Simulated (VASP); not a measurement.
GaP, 2 atoms in the cell. Symmetry: F-43m, No. 216, cubic system. The conventional cell has a = 5.396 Å, b = 5.396 Å, c = 5.396 Å, α = 90.00°, β = 90.00°, γ = 90.00°. Within 3.1 Å of Ga (site symmetry -43m) lie 4 P at 2.34 Å. P (site symmetry -43m) has 4 Ga at 2.34 Å within 3.1 Å.  This cell differs from its parent crystal: volume changed by -3%.

```yaml
Program: VASP 6.6.1
Task: single point
Functional: r2SCAN
Potentials_or_basis: VASP PAW PBE potentials, release 64 (Ga_d, P)
Cutoff: 520 eV
k_mesh: 6 × 6 × 6
Occupations: gaussian, width 0.01 eV
Spin: no spin polarisation
Dipole_correction: no
Further_INCAR_settings: ALGO = Normal; EDIFF = 1e-06; NBANDS = 16
```

Potentials or basis: VASP PAW PBE potentials, release 64 (Ga_d, P).

Command:

```bash
$ cat potpaw_PBE.64/Ga_d/POTCAR potpaw_PBE.64/P/POTCAR > POTCAR
$ cp INCAR.step1 INCAR
$ mpirun -np 1 vasp_std > vasp.out
$ cp INCAR.step2 INCAR
$ mpirun -np 1 vasp_std > vasp.out
```

Hardware: 1 thread of Intel(R) Xeon(R) Platinum 8488C (Sapphire Rapids), with other jobs on the host.

Problem. How long does it take, and how much memory?

Solution. Wall time 45 s on 1 thread of Intel(R) Xeon(R) Platinum 8488C (Sapphire Rapids), with other jobs on the host, peak memory 0.16 GiB. Counts: k points 16.
